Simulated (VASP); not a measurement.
# GaP (CsCl type) (Pm-3m) in VASP: notebook

GaP (CsCl type) is run at these levels: PBE; tasks: single point, relaxation of cell and atoms.

All numbers are computed with VASP 6.6.1; they aren't measurements. Logs are shortened: lines on timing, memory, paths and dates and some standing lists are left out, and cuts for length are marked.

### 1 The cell of the first run

The structure is cubic, space group Pm-3m (No. 221). The conventional cell has a = 3.216 Å, b = 3.216 Å, c = 3.216 Å, α = 90.00°, β = 90.00°, γ = 90.00°. Ga (site symmetry m-3m) has 8 P at 2.79 Å and 6 Ga at 3.22 Å within 3.7 Å. P (site symmetry m-3m) has 8 Ga at 2.79 Å and 6 P at 3.22 Å within 3.7 Å.

### 2 Single point, PBE

File INCAR:

```
SYSTEM = GaP
PREC = Accurate
ENCUT = 520
EDIFF = 1E-6
ISMEAR = -1
SIGMA = 0.1
LREAL = .FALSE.
LASPH = .TRUE.
NELM = 80
ALGO = Normal
ISIF = 2
LWAVE = .FALSE.
LCHARG = .FALSE.
GGA = PE
NBANDS = 16
```

File KPOINTS:

```
Automatic mesh
0
G
  14 14 14
  0 0 0
```

File POSCAR:

```
GaP
1.0
    3.2160503137      0.0000000000      0.0000000000
    0.0000000000      3.2160503137      0.0000000000
    0.0000000000      0.0000000000      3.2160503137
Ga P
1 1
Direct
    0.0000000000      0.0000000000      0.0000000000
    0.5000000000      0.5000000000      0.5000000000
```

Potentials or basis: VASP PAW PBE potentials, release 64 (Ga_d, P).

On the command line:

```sh
> cat potpaw_PBE.64/Ga_d/POTCAR potpaw_PBE.64/P/POTCAR > POTCAR
> mpirun -np 1 vasp_std > vasp.out
```

OUTCAR:

```text
SYSTEM = GaP
   PREC = Accurate
   ENCUT = 520
   EDIFF = 1E-6
   ISMEAR = -1
   LREAL = .FALSE.
   LASPH = .TRUE.
   NELM = 80
   ISIF = 2
   GGA = PE

 ion  position               nearest neighbor table
   1  0.000  0.000  0.000-   2 2.79   2 2.79   2 2.79   2 2.79   2 2.79   2 2.79   2 2.79   2 2.79

   2  0.500  0.500  0.500-   1 2.79   1 2.79   1 2.79   1 2.79   1 2.79   1 2.79   1 2.79   1 2.79

  LATTYP: Found a simple cubic cell.
 ALAT       =     3.2160503137

  Lattice vectors:

 A1 = (   3.2160503137,   0.0000000000,   0.0000000000)
 A2 = (   0.0000000000,   3.2160503137,   0.0000000000)
 A3 = (   0.0000000000,   0.0000000000,   3.2160503137)

Analysis of symmetry for initial positions (statically):
=====================================================================
 Subroutine PRICEL returns:
 Original cell was already a primitive cell.

 Routine SETGRP: Setting up the symmetry group for a
 simple cubic supercell.

 Subroutine GETGRP returns: Found 48 space group operations
 (whereof 48 operations were pure point group operations)
 out of a pool of 48 trial point group operations.

The static configuration has the point symmetry O_h .

Analysis of symmetry for dynamics (positions and initial velocities):
=====================================================================
 Subroutine PRICEL returns:
 Original cell was already a primitive cell.

 Routine SETGRP: Setting up the symmetry group for a
 simple cubic supercell.

 Subroutine GETGRP returns: Found 48 space group operations
 (whereof 48 operations were pure point group operations)
 out of a pool of 48 trial point group operations.

The dynamic configuration has the point symmetry O_h .

 Subroutine INISYM returns: Found 48 space group operations
 (whereof 48 operations are pure point group operations),
 and found     1 'primitive' translations

----------------------------------------------------------------------------------------

                                     Primitive cell

  volume of cell :      33.2635

  direct lattice vectors                    reciprocal lattice vectors
     3.216050314  0.000000000  0.000000000     0.310940409  0.000000000  0.000000000
     0.000000000  3.216050314  0.000000000     0.000000000  0.310940409  0.000000000
     0.000000000  0.000000000  3.216050314     0.000000000  0.000000000  0.310940409

  length of vectors
     3.216050314  3.216050314  3.216050314     0.310940409  0.310940409  0.310940409

  position of ions in fractional coordinates (direct lattice)
     0.000000000  0.000000000  0.000000000
     0.500000000  0.500000000  0.500000000

  ion indices of the primitive-cell ions
   primitive index   ion index
                 1           1
                 2           2

----------------------------------------------------------------------------------------

 KPOINTS: Automatic mesh

Automatic generation of k-mesh.
 Grid dimensions read from file:
 generate k-points for:   14   14   14

 Generating k-lattice:

  Cartesian coordinates                     Fractional coordinates (reciprocal lattice)
     0.022210029  0.000000000  0.000000000     0.071428571  0.000000000  0.000000000
     0.000000000  0.022210029  0.000000000     0.000000000  0.071428571  0.000000000
     0.000000000  0.000000000  0.022210029     0.000000000  0.000000000  0.071428571

  Length of vectors
     0.022210029  0.022210029  0.022210029

  Shift w.r.t. Gamma in fractional coordinates (k-lattice)
     0.000000000  0.000000000  0.000000000

 Subroutine IBZKPT returns following result:
 ===========================================

 Found    120 irreducible k-points:

 Following reciprocal coordinates:
            Coordinates               Weight
  0.000000  0.000000  0.000000      1.000000
  0.071429  0.000000  0.000000      6.000000
  0.142857  0.000000  0.000000      6.000000
  0.214286  0.000000  0.000000      6.000000
  0.285714  0.000000  0.000000      6.000000
  0.357143  0.000000  0.000000      6.000000
[... 16 lines left out ...]
  0.285714  0.214286  0.000000     24.000000
  0.357143  0.214286  0.000000     24.000000
 [... further k-points ...]
   k-points           NKPTS =    120   k-points in BZ     NKDIM =    120   number of bands    NBANDS=     16
   number of dos      NEDOS =    301   number of ions     NIONS =      2
   total plane-waves  NPLWV =  13824
   dimension x,y,z NGX =    24 NGY =   24 NGZ =   24
   dimension x,y,z NGXF=    48 NGYF=   48 NGZF=   48
   ions per type =               1   1
   NGX,Y,Z   is equivalent  to a cutoff of  12.41, 12.41, 12.41 a.u.
   NGXF,Y,Z  is equivalent  to a cutoff of  24.81, 24.81, 24.81 a.u.
 SYSTEM =  GaP
   PREC   = accura    normal or accurate (medium, high low for compatibility)
   ISTART =      0    job   : 0-new  1-cont  2-samecut
   ICHARG =      2    charge: 1-file 2-atom 10-const
   ISPIN  =      1    spin polarized calculation?
   LNONCOLLINEAR =      F non collinear calculations
   LSORBIT =      F    spin-orbit coupling
   LASPH  =      T    aspherical Exc in radial PAW
   ENCUT  =  520.0 eV  38.22 Ry    6.18 a.u.   5.98  5.98  5.98*2*pi/ulx,y,z
   NELM   =     80;   NELMIN=  2; NELMDL= -5     # of ELM steps
   EDIFF  = 0.1E-05   stopping-criterion for ELM
   LREAL  =      F    real-space projection
   EDIFFG = 0.1E-04   stopping-criterion for IOM
   NSW    =      0    number of steps for IOM
   IBRION =     -1    ionic relax: 0-MD 1-quasi-New 2-CG
   NFREE  =      0    steps in history (QN), initial steepest desc. (CG)
   ISIF   =      2    stress and relaxation
   ISYM   =      2    0-nonsym 1-usesym 2-fastsym
   POTIM  = 0.5000    time-step for ionic-motion
   TEBEG  =    0.0;   TEEND  =   0.0 temperature during run
   PSTRESS=    0.0 pullay stress
   NELECT =      18.0000    total number of electrons
   NUPDOWN=      -1.0000    fix difference up-down
   EMIN   =  10.00;   EMAX   =-10.00  energy-range for DOS
   EFERMI =   0.00;   METHOD = LEGACY
   ISMEAR =    -1;   SIGMA  =   0.10  broadening in eV -4-tet -1-fermi 0-gaus
   EFERMI_NEDOS =   21; number of points for ismear=-14 and -15
   IALGO  =     38    algorithm
   IMIX   =      4    mixing-type and parameters
     AMIX     =   0.40;   BMIX     =  1.00
     AMIX_MAG =   1.60;   BMIX_MAG =  1.00
  volume/ion in A,a.u.               =      16.63       112.24
  Fermi-wavevector in a.u.,A,eV,Ry     =   1.334062  2.521013 24.214597  1.779723
  Thomas-Fermi vector in A             =   2.462873
   LORBIT       =      0    0 simple, 1 ext, 2 COOP (PROOUT), +10 PAW based schemes
   GGA     = PE    functional components
   LHFCALC =     F    Hartree Fock is set to
   AEXX    =    0.0000 exact exchange contribution
   IVDW    =     0    specifies the selected vdW correction
   LEPSILON=     F    determine dielectric tensor
   LRPA    =     F    only Hartree local field effects (RPA)
 non-spin polarized calculation
  energy-cutoff  :      520.00
  volume of cell :       33.26
 maximum number of plane-waves:       916
 NGX is ok and might be reduce to    24
   NGX = 11   NGY = 11   NGZ = 11

 number of electron      18.0000002 magnetization

 Free energy of the ion-electron system (eV)
  ---------------------------------------------------
  ext. energy  EPLUGINS =         0.00000000
  ---------------------------------------------------
  free energy    TOTEN  =        -7.63603524 eV

  energy without entropy =       -7.59946897  energy(sigma->0) =       -7.61775211

 E-fermi :   7.2044     XC(G=0): -11.2601

 val. band max:        7.1787866763   @ k =   0.2143   0.1429   0.0000
 cond. band min:       7.2334861483   @ k =   0.4286   0.0714   0.0714
 fundamental gap:      0.0546994720
 Fermi energy:         7.2044021475

 k-point     1 :       0.0000    0.0000    0.0000
  band No.  band energies     occupation
      1      -7.6786      2.00000
      2      -7.6786      2.00000
      3      -7.5364      2.00000
      4      -7.5364      2.00000
      5      -7.5364      2.00000
      6      -6.4843      2.00000
[... 8 lines left out ...]
     15      17.7491      0.00000
     16      21.0563      0.00000

 k-point     2 :       0.0714    0.0000    0.0000
  band No.  band energies     occupation
      1      -7.6779      2.00000
      2      -7.6730      2.00000
      3      -7.5392      2.00000
      4      -7.5392      2.00000
      5      -7.5360      2.00000
      6      -6.4174      2.00000
[... 8 lines left out ...]
     15      17.4526      0.00000
     16      21.0952      0.00000

 k-point     3 :       0.1429    0.0000    0.0000
  band No.  band energies     occupation
      1      -7.6759      2.00000
      2      -7.6577      2.00000
      3      -7.5472      2.00000
      4      -7.5472      2.00000
      5      -7.5352      2.00000
      6      -6.2175      2.00000
[... 8 lines left out ...]
     15      16.7925      0.00000
     16      21.2081      0.00000

 k-point     4 :       0.2143    0.0000    0.0000
  band No.  band energies     occupation
      1      -7.6729      2.00000
      2      -7.6362      2.00000
      3      -7.5587      2.00000
      4      -7.5587      2.00000
      5      -7.5339      2.00000
      6      -5.8888      2.00000
[... 8 lines left out ...]
     15      16.6157      0.00000
     16      20.5635      0.00000

 k-point     5 :       0.2857    0.0000    0.0000
  band No.  band energies     occupation
      1      -7.6696      2.00000
      2      -7.6130      2.00000
      3      -7.5714      2.00000
      4      -7.5714      2.00000
      5      -7.5325      2.00000
      6      -5.4427      2.00000
[... 8 lines left out ...]
     15      18.0351      0.00000
     16      19.1878      0.00000

 k-point     6 :       0.3571    0.0000    0.0000
  band No.  band energies     occupation
      1      -7.6666      2.00000
      2      -7.5925      2.00000
      3      -7.5828      2.00000
      4      -7.5828      2.00000
      5      -7.5313      2.00000
      6      -4.9094      2.00000
[... 8 lines left out ...]
     15      18.0220      0.00000
     16      20.0992      0.00000

 k-point     7 :       0.4286    0.0000    0.0000
  band No.  band energies     occupation
      1      -7.6645      2.00000
      2      -7.5906      2.00000
      3      -7.5906      2.00000
      4      -7.5785      2.00000
      5      -7.5304      2.00000
      6      -4.3782      2.00000
[... 8 lines left out ...]
     15      17.1601      0.00000
     16      21.9946      0.00000

 k-point     8 :       0.5000    0.0000    0.0000
  band No.  band energies     occupation
      1      -7.6638      2.00000
      2      -7.5934      2.00000
      3      -7.5934      2.00000
      4      -7.5735      2.00000
      5      -7.5301      2.00000
      6      -4.1127      2.00000
[... 8 lines left out ...]
     15      16.8150      0.00000
     16      22.0442      0.00000

 k-point     9 :       0.0714    0.0714    0.0000
  band No.  band energies     occupation
      1      -7.6748      2.00000
      2      -7.6698      2.00000
      3      -7.5427      2.00000
      4      -7.5393      2.00000
      5      -7.5385      2.00000
      6      -6.3499      2.00000
[... 8 lines left out ...]
     15      17.6379      0.00000
     16      20.5740      0.00000
[... 172 lines left out ...]
 k-point    19 :       0.3571    0.1429    0.0000
  band No.  band energies     occupation
      1      -7.6520      2.00000
      2      -7.6161      2.00000
      3      -7.5805      2.00000
      4      -7.5788      2.00000
      5      -7.5409      2.00000
      6      -4.6289      2.00000
[... 8 lines left out ...]
     15      19.5554      0.00000
     16      19.7589      0.00000

 k-point    20 :       0.4286    0.1429    0.0000
  band No.  band energies     occupation
      1      -7.6497      2.00000
      2      -7.6264      2.00000
      3      -7.5881      2.00000
      4      -7.5642      2.00000
      5      -7.5398      2.00000
      6      -4.0980      2.00000
[... 8 lines left out ...]
     15      18.9535      0.00000
     16      20.1334      0.00000

 k-point    21 :       0.5000    0.1429    0.0000
  band No.  band energies     occupation
      1      -7.6489      2.00000
      2      -7.6300      2.00000
      3      -7.5908      2.00000
      4      -7.5590      2.00000
      5      -7.5395      2.00000
      6      -3.8333      2.00000
[... 8 lines left out ...]
     15      18.7020      0.00000
     16      20.3195      0.00000

 k-point    22 :       0.2143    0.2143    0.0000
  band No.  band energies     occupation
      1      -7.6508      2.00000
      2      -7.6059      2.00000
      3      -7.6055      2.00000
      4      -7.5572      2.00000
      5      -7.5530      2.00000
      6      -5.2765      2.00000
[... 8 lines left out ...]
     15      17.6037      0.00000
     16      18.6165      0.00000

 k-point    23 :       0.2857    0.2143    0.0000
  band No.  band energies     occupation
      1      -7.6450      2.00000
      2      -7.6288      2.00000
      3      -7.5824      2.00000
      4      -7.5675      2.00000
      5      -7.5527      2.00000
      6      -4.8256      2.00000
[... 8 lines left out ...]
     15      18.4102      0.00000
     16      18.6196      0.00000

 k-point    24 :       0.3571    0.2143    0.0000
  band No.  band energies     occupation
      1      -7.6497      2.00000
      2      -7.6392      2.00000
      3      -7.5781      2.00000
      4      -7.5609      2.00000
      5      -7.5511      2.00000
      6      -4.2912      2.00000
[... 8 lines left out ...]
     15      18.5967      0.00000
     16      20.1352      0.00000

 [... further k-points ...]

------------------------ aborting loop because EDIFF is reached ----------------------------------------

  FORCE on cell =-STRESS in cart. coord.  units (eV):
  Direction    XX          YY          ZZ          XY          YZ          ZX
  --------------------------------------------------------------------------------------
  -------------------------------------------------------------------------------------
  Total        0.0091235      0.0091235      0.0091235     -0.0000000     -0.0000000      0.0000000
  in kB        0.4394417      0.4394417      0.4394417     -0.0000000     -0.0000000      0.0000000
  external PRESSURE =       0.4394417 kB  Pullay stress =       0.0000000 kB

 VOLUME and BASIS-vectors are now :
 -----------------------------------------------------------------------------
  energy-cutoff  :      520.00
  volume of cell :       33.26
      direct lattice vectors                 reciprocal lattice vectors
     3.216050314  0.000000000  0.000000000     0.310940409  0.000000000  0.000000000
     0.000000000  3.216050314  0.000000000     0.000000000  0.310940409  0.000000000
     0.000000000  0.000000000  3.216050314     0.000000000  0.000000000  0.310940409

 POSITION                                       TOTAL-FORCE (eV/Angst)
 -----------------------------------------------------------------------------------
      0.00000      0.00000      0.00000         0.000000      0.000000      0.000000
      1.60803      1.60803      1.60803         0.000000      0.000000      0.000000
 -----------------------------------------------------------------------------------
    total drift:                               -0.000000      0.000000      0.000000

  FREE ENERGIE OF THE ION-ELECTRON SYSTEM (eV)
  ---------------------------------------------------
  free  energy   TOTEN  =        -7.6360352424 eV

  energy  without entropy=       -7.5994689723  energy(sigma->0) =       -7.61775211
```

Run time: 12 s. Hardware: 1 thread of Intel Xeon 6975P-C (Granite Rapids), shared host; peak memory 0.18 GiB.

What came out:

* Free energy: -7.6360 eV
* Pressure: 0.0 GPa
* Band gap on the k mesh: zero (band 9 reaches 8.49 eV, above the bottom of band 10 at 4.94 eV)

Levels at points of the mesh, in eV from the Fermi level:
| k point | band 5 | band 6 | band 7 | band 8 | band 9 | band 10 | band 11 | band 12 | band 13 | band 14 |
| --- | --- | --- | --- | --- | --- | --- | --- | --- | --- | --- |
| (0.00, 0.00, 0.00) | -14.74 | -13.69 | -1.14 | -0.81 | -0.81 | -0.81 | 4.40 | 4.40 | 10.54 | 10.54 |
| (0.50, 0.00, 0.00) | -14.73 | -11.32 | -8.69 | 1.15 | 1.15 | 3.42 | 3.81 | 4.89 | 4.89 | 6.43 |
| (0.50, 0.50, 0.00) | -14.68 | -9.16 | -5.60 | -5.60 | -4.74 | 1.99 | 7.54 | 7.54 | 8.16 | 8.52 |
| (0.50, 0.50, 0.50) | -14.67 | -7.95 | -2.86 | -2.86 | -2.86 | -1.56 | -0.73 | -0.73 | -0.73 | 18.83 |

### 3 Relaxation of cell and atoms, PBE, target pressure -0.028 GPa, at which the enthalpy is minimised

This run uses another cell than the first one, of 15.98 Å³/atom, 0.961 times its volume.

File INCAR:

```
SYSTEM = GaP
PREC = Accurate
ENCUT = 600
EDIFF = 1E-6
ISMEAR = -1
SIGMA = 0.1
LREAL = .FALSE.
LASPH = .TRUE.
NELM = 60
ALGO = Normal
ISIF = 3
LWAVE = .FALSE.
LCHARG = .FALSE.
GGA = PE
IBRION = 2
NSW = 60
EDIFFG = -0.005
PSTRESS = -0.28
```

KPOINTS is that of step 2.

File POSCAR:

```
GaP
1.0
    3.1733207153      0.0000000000      0.0000000000
    0.0000000000      3.1733207153      0.0000000000
    0.0000000000      0.0000000000      3.1733207153
Ga P
1 1
Direct
    0.0000000000      0.0000000000      0.0000000000
    0.5000000000      0.5000000000      0.5000000000
```

Potentials or basis: VASP PAW PBE potentials, release 64 (Ga_d, P).

On the command line:

```sh
> cat potpaw_PBE.64/Ga_d/POTCAR potpaw_PBE.64/P/POTCAR > POTCAR
> mpirun -np 1 vasp_std > vasp.out
```

Run time: 60 s. Hardware: 1 thread of Intel Xeon 6975P-C (Granite Rapids), shared host; peak memory 0.21 GiB.

Results (log left out):

* Free energy: -7.6357 eV
* Relaxed volume: 16.65 Å³/atom
* Relaxed cell: a = 3.217 Å, b = 3.217 Å, c = 3.217 Å, α = 90.00°, β = 90.00°, γ = 90.00°
* Space group after relaxing (to 0.05 Å): Pm-3m (No. 221)
* Energy change on relaxing (the enthalpy is what falls): -6.3 meV/atom
* Ionic steps: 4
* Pressure after relaxing: 0.0 GPa

Step by step:
```csv
step,energy change (eV),largest force (eV/Å),pressure (GPa),volume (Å³)
1,0.0000,0.0000,3.16,31.96
2,-0.0124,0.0000,-0.19,33.45
3,-0.0126,0.0000,-0.15,33.35
4,-0.0126,0.0000,-0.04,33.30
```

Final structure:
```
Ga P
1.0
     3.21723    0.00000    0.00000
     0.00000    3.21723    0.00000
     0.00000    0.00000    3.21723
Ga P
1 1
Direct
  0.00000 0.00000 0.00000
  0.50000 0.50000 0.50000
```

Levels at points of the mesh, in eV from the Fermi level:
```tsv
k point	band 7	band 8	band 9	band 10	band 11	band 12
(0.00, 0.00, 0.00)	-1.14	-0.80	-0.80	-0.80	4.40	4.40
(0.50, 0.00, 0.00)	-8.68	1.15	1.15	3.41	3.80	4.89
(0.50, 0.50, 0.00)	-5.60	-5.60	-4.74	1.99	7.54	7.54
(0.50, 0.50, 0.50)	-2.86	-2.86	-2.86	-1.57	-0.73	-0.73
```

Caveat: the cell is relaxed towards a set pressure, so the enthalpy falls and the energy may rise; the bands computed are all filled at some k points, so no gap is given.
